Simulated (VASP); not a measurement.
# Zr: single point with PBE+D3(BJ)

Zr:

```
Zr
1.0
    -1.79085    1.79085    1.79085
     1.79085   -1.79085    1.79085
     1.79085    1.79085   -1.79085
Zr
1
Direct
  0.00000 0.00000 0.00000
```

This isn't the form of Zr at room conditions, which is hcp.

```
Program                : VASP 6.6.1
Task                   : single point
Functional             : PBE
Dispersion             : D3(BJ)
Potentials or basis    : VASP PAW PBE potentials, release 64 (Zr_sv)
Cutoff                 : 500 eV
k mesh                 : 8 × 8 × 8
Occupations            : gaussian, width 0.1 eV
Spin                   : no spin polarisation
Dipole correction      : no
Further INCAR settings : ALGO = Normal; EDIFF = 1e-06; NBANDS = 12
```

| Item | Value |
| --- | --- |
| Pressure | -3.8 GPa |
| Band gap on the k mesh | zero (bands 6 and 7 overlap by 1.67 eV) |
| Dispersion energy per atom | -0.535 eV |

Levels at points of the mesh, in eV from the Fermi level:
| k point | band 2 | band 3 | band 4 | band 5 | band 6 | band 7 | band 8 | band 9 | band 10 | band 11 |
| --- | --- | --- | --- | --- | --- | --- | --- | --- | --- | --- |
| (0.00, 0.00, 0.00) | -25.99 | -25.99 | -25.99 | -5.41 | 1.11 | 1.11 | 1.11 | 3.61 | 3.61 | 12.41 |
| (0.50, 0.00, 0.00) | -26.99 | -26.31 | -26.00 | -2.84 | -0.71 | 1.63 | 3.61 | 4.29 | 6.38 | 10.04 |
| (0.50, 0.50, 0.50) | -26.68 | -26.68 | -26.68 | -2.61 | -2.61 | 5.69 | 5.69 | 5.69 | 7.48 | 7.48 |

Wall time 6.1 s on 1 thread of AMD EPYC 7R13 Processor (Zen 3) (shared host), peak memory 0.12 GiB.

Caveat: the cell stands under tension.
